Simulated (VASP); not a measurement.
# CdTe: single point with PBE

Crystal: CdTe.

```
CELL_PARAMETERS angstrom
0.00000 3.16885 3.16885
3.16885 0.00000 3.16885
3.16885 3.16885 0.00000
ATOMIC_POSITIONS crystal
Cd 0.00000 0.00000 0.00000
Te 0.75000 0.75000 0.75000
```

* Program: VASP 6.6.1
* Task: single point
* Functional: PBE
* Potentials or basis: VASP PAW PBE potentials, release 64 (Cd, Te)
* Cutoff: 520 eV
* k mesh: 8 × 8 × 8
* Occupations: fermi-dirac, width 0.03 eV
* Spin: no spin polarisation

```yaml
Pressure: 6.4 GPa
Band_gap_on_the_k_mesh: 0.98 eV, direct
```

Levels at points of the mesh, in eV from the valence-band top:
```tsv
k point	band 5	band 6	band 7	band 8	band 9	band 10	band 11	band 12	band 13	band 14
(0.00, 0.00, 0.00)	-8.23	-8.23	0.00	0.00	0.00	0.98	4.55	4.55	4.55	7.55
(0.50, 0.00, 0.00)	-8.22	-7.82	-4.83	-0.88	-0.88	1.88	5.15	5.15	7.10	8.92
(0.50, 0.50, 0.00)	-8.19	-7.66	-4.65	-2.11	-2.11	2.45	2.64	9.22	9.47	9.47
```

It took 14 s on 1 thread of Intel(R) Xeon(R) 6975P-C (Granite Rapids), on a shared host, peak memory 0.21 GiB.

Caveat: spin-orbit coupling is left out, which moves the levels of the heavy elements. A hybrid or GW would open this gap; PBE tends to underestimate it.
